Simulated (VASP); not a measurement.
Write the native input for VASP 6.6.1 that does the following.

* Task: single point
* Functional: PBEsol
* Potentials or basis: VASP PAW PBE potentials, release 64 (Mg, I)
* Cutoff: 520 eV
* k mesh: 7 × 7 × 4
* Occupations: fermi-dirac, width 0.03 eV
* Spin: no spin polarisation
* Dipole correction: no
* Further INCAR settings: ALGO = Normal; EDIFF = 1e-06; NBANDS = 15

The structure of MgI2 lies in POSCAR:

```
MgI2
1.0
    4.2367741238      0.0000000000      0.0000000000
   -2.1183870619      3.6691540213      0.0000000000
    0.0000000000      0.0000000000      6.8620000000
Mg I
1 2
Direct
    0.0000000000      0.0000000000      0.0000000000
    0.3333333333      0.6666666667      0.7576300000
    0.6666666667      0.3333333333      0.2423700000
```

This cell differs from its parent crystal: equal xx and yy strain of +2 %.

These files were run (other wordings do the same):

INCAR

```
SYSTEM = MgI2
PREC     = Accurate       ! precision mode
ENCUT    = 520            ! plane-wave cutoff, eV
EDIFF    = 1E-6           ! SCF threshold, eV
ISMEAR   = -1             ! smearing method
SIGMA    = 0.03           ! smearing width, eV
LREAL    = .False.        ! projectors in reciprocal space
LASPH    = .True.         ! aspherical terms in the spheres
NELM     = 60             ! most SCF steps
ALGO     = Normal         ! electronic algorithm
ISIF     = 2              ! what is computed and relaxed
LWAVE    = .False.        ! write WAVECAR
LCHARG   = .False.        ! write CHGCAR
GGA      = PS             ! functional
NBANDS   = 15             ! bands
```

KPOINTS

```
Automatic mesh
0
Gamma
  7 7 4
  0 0 0
```

Potentials or basis: VASP PAW PBE potentials, release 64 (Mg, I).

Command:

```sh
$ cat potpaw_PBE.64/Mg/POTCAR potpaw_PBE.64/I/POTCAR > POTCAR
$ mpirun -np 1 vasp_std > vasp.out
```

It gave:

- Pressure: -1.3 GPa
- Largest force: 0.170 eV/Å
- Band gap on the k mesh: 3.30 eV, direct

Caveat: the cell differs from its parent crystal (equal xx and yy strain of +2 %); the PAW data sets were made with another functional, which shifts forces and pressure a little; spin-orbit coupling is left out, which moves the levels of the heavy elements; this functional lacks dispersion, which binds the layers, so the pressure and a relaxed spacing across them are unreliable.

It took 30 s on 1 thread of Intel(R) Xeon(R) Platinum 8375C CPU @ 2.90GHz (Ice Lake), on a shared host, peak memory 0.24 GiB.
